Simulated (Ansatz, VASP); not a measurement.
# Ta4O: VASP beside Ansatz

```
Ta O
1.0
     3.21987    0.00000    0.00000
     0.00000    3.21987    0.00000
     0.00000    0.00000    7.35359
Ta O
4 1
Cartesian
  0.0000 0.0000 3.6768
  1.6099 1.6099 5.7570
  1.6099 1.6099 1.5966
  0.0000 0.0000 0.0000
  1.6099 1.6099 3.6768
```

Alike in both runs: functional PBE; dispersion D3(BJ); k mesh 12 × 12 × 6; occupations gaussian, width 0.1 eV; no spin polarisation.

Ansatz relaxed the structure, and its values are those at the end. VASP's run is a single point on that final structure, the one shown.

|  | VASP | Ansatz |
| --- | --- | --- |
| version | VASP 6.6.1 | Ansatz 0.2.0 |
| potentials or method | VASP PAW PBE potentials, release 64 (Ta_pv, O), cutoff 520 eV | scalar-relativistic, plane waves, PAW |
| valence electrons in the cell | 50 | 58 |

|  | VASP | Ansatz | Ansatz less VASP |
| --- | --- | --- | --- |
| gap on the k mesh at the Fermi level (eV) | none | none | - |
| pressure (GPa) | 0.3 | 0.0 | -0.31 |
| rms of the force components (eV/Å) | 0.013 | 0.000 | -0.0133 |

A gap of «none» marks a metal or a gap that the smearing closes. VASP's potentials hold 50 valence electrons a cell and Ansatz's 58, so a difference there can come from the potentials and not from the codes.

Neither program's run includes spin-orbit coupling.
